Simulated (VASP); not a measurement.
Set up this calculation in VASP 6.6.1, as the native input.

- Task: relaxation of cell and atoms
- Functional: LDA
- Potentials or basis: VASP PAW LDA potentials, release 64 (Hg, Pt)
- Cutoff: 500 eV
- k mesh: 14 × 14 × 12
- Occupations: gaussian, width 0.1 eV
- Spin: no spin polarisation
- Dipole correction: no
- Further INCAR settings: ALGO = Normal; EDIFF = 1e-07; IBRION = 2; EDIFFG = -0.005; NSW = 100; ISIF = 3

The structure of HgPt lies in POSCAR:

```
HgPt
1.0
    2.9710000000      0.0000000000      0.0000000000
    0.0000000000      2.9710000000      0.0000000000
    0.0000000000      0.0000000000      3.8250000000
Hg Pt
1 1
Direct
    0.0000000000      0.0000000000      0.0000000000
    0.5000000000      0.5000000000      0.5000000000
```

These files were run (other wordings do the same):

INCAR

```
SYSTEM = HgPt
ALGO = Normal ; EDIFF = 1E-7
EDIFFG = -0.005 ; ENCUT = 500
GGA = CA ; GGA_COMPAT = .False.
IBRION = 2 ; ISIF = 3
ISMEAR = 0 ; LASPH = .True.
LCHARG = .False. ; LREAL = .False.
LWAVE = .False. ; NELM = 120
NELMIN = 4 ; NSW = 100
PREC = Accurate ; SIGMA = 0.1
```

KPOINTS

```
k-points
0
Gamma
  14 14 12
  0 0 0
```

Potentials or basis: VASP PAW LDA potentials, release 64 (Hg, Pt).

Launch:

```bash
$ cat potpaw_LDA.64/Hg/POTCAR potpaw_LDA.64/Pt/POTCAR > POTCAR
$ mpirun -np 1 vasp_std > vasp.out
```

It gave:

* Relaxed volume: 16.92 Å³/atom
* Relaxed cell: a = 2.961 Å, b = 2.961 Å, c = 3.859 Å, α = 90.00°, β = 90.00°, γ = 90.00°
* Space group after relaxing (to 0.1 Å): P4/mmm (No. 123)
* Energy gained by relaxing: 0.4 meV/atom
* Ionic steps: 5
* Pressure after relaxing: 0.0 GPa
* Band gap on the k mesh: zero (bands 11 and 12 overlap by 3.89 eV)

Caveat: spin-orbit coupling is left out, which moves the levels of the heavy elements.

Run time: 91 s on 1 thread of Intel(R) Xeon(R) 6975P-C (Granite Rapids) (shared host), peak memory 0.25 GiB.
